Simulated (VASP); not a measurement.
InAs (CsCl type), 2 atoms in the cell. The structure is cubic, space group Pm-3m (No. 221). Conventional cell: a = 3.157 Å, b = 3.157 Å, c = 3.157 Å, α = 90.00°, β = 90.00°, γ = 90.00°. In (site symmetry m-3m) has 8 As at 2.73 Å and 6 In at 3.16 Å within 3.6 Å. As (site symmetry m-3m) has 8 In at 2.73 Å and 6 As at 3.16 Å within 3.6 Å. 

* Program: VASP 6.6.1
* Task: relaxation of cell and atoms
* Functional: PBE
* Potentials or basis: VASP PAW PBE potentials, release 64 (In_d, As)
* Cutoff: 600 eV
* k mesh: 12 × 12 × 12
* Occupations: fermi-dirac, width 0.05 eV
* Spin: no spin polarisation
* Dipole correction: no
* Further INCAR settings: ALGO = Normal; EDIFF = 1e-06; IBRION = 2; EDIFFG = -0.005; NSW = 60; ISIF = 3

Potentials or basis: VASP PAW PBE potentials, release 64 (In_d, As).

Command:

```bash
$ cat potpaw_PBE.64/In_d/POTCAR potpaw_PBE.64/As/POTCAR > POTCAR
$ mpirun -np 1 vasp_std > vasp.out
```

Hardware: 1 thread of AMD EPYC 9R45 96-Core Processor (Zen 5), with other jobs on the host.

Question: Estimate the wall time of this run.

Answer: Wall time 56 s on 1 thread of AMD EPYC 9R45 96-Core Processor (Zen 5), on a shared host, peak memory 0.17 GiB. Counts: scf iterations 45, k points 84, ion steps 5.
